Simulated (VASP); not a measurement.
Crystal: AlN.

```
Al N
1.0
     3.11300    0.00000    0.00000
    -1.55650    2.69594    0.00000
     0.00000    0.00000    4.98100
Al N
2 2
Direct
  0.33333 0.66667 0.00000
  0.66667 0.33333 0.50000
  0.33333 0.66667 0.38000
  0.66667 0.33333 0.88000
```

Base run:

- Program: VASP 6.6.1
- Functional: BLYP
- Potentials or basis: VASP PAW PBE potentials, release 64 (Al, N)
- Cutoff: 600 eV
- k mesh: 12 × 12 × 4
- Occupations: gaussian, width 0.01 eV
- Spin: no spin polarisation

Its results: band gap on the k mesh 4.50 eV; pressure 6.9 GPa; largest force 0.115 eV/Å.

Task: The run is repeated on the same cell with these changes: functional from BLYP to r2SCAN; cutoff from 600 eV to 660 eV. What comes out?

Result: Band gap on the k mesh 4.90 eV; pressure -1.3 GPa; largest force 0.121 eV/Å.

Caveats: the PAW data sets were made with another functional, which shifts forces and pressure a little; the cell stands under pressure (at least some runs).

A k mesh can miss the band edges.
